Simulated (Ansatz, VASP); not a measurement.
**One calculation of Ir, two programs**

```
Ir
1.0
     0.00000    1.91970    1.91970
     1.91970    0.00000    1.91970
     1.91970    1.91970    0.00000
Ir
1
Direct
  0.00000 0.00000 0.00000
```

Alike in both runs: task single point; functional LDA; k mesh 24 × 24 × 24; occupations gaussian, width 0.15 eV; no spin polarisation.

```csv
,VASP,Ansatz
version,VASP 6.6.1,Ansatz 0.2.0
potentials or method,"VASP PAW LDA potentials, release 64 (Ir), cutoff 520 eV","scalar-relativistic, plane waves, PAW"
valence electrons in the cell,9,17
```

|  | VASP | Ansatz | Ansatz less VASP |
| --- | --- | --- | --- |
| gap on the k mesh at the Fermi level (eV) | none | none | - |
| pressure (GPa) | -6.2 | -8.5 | -2.21 |

LDA's correlation is that of Perdew and Zunger in VASP and of Perdew and Wang (1992) in Ansatz. A gap of «none» marks a metal or a gap that the smearing closes. VASP's potentials hold 9 valence electrons a cell and Ansatz's 17, so a difference there can come from the potentials and not from the codes.

Neither program's run includes spin-orbit coupling.
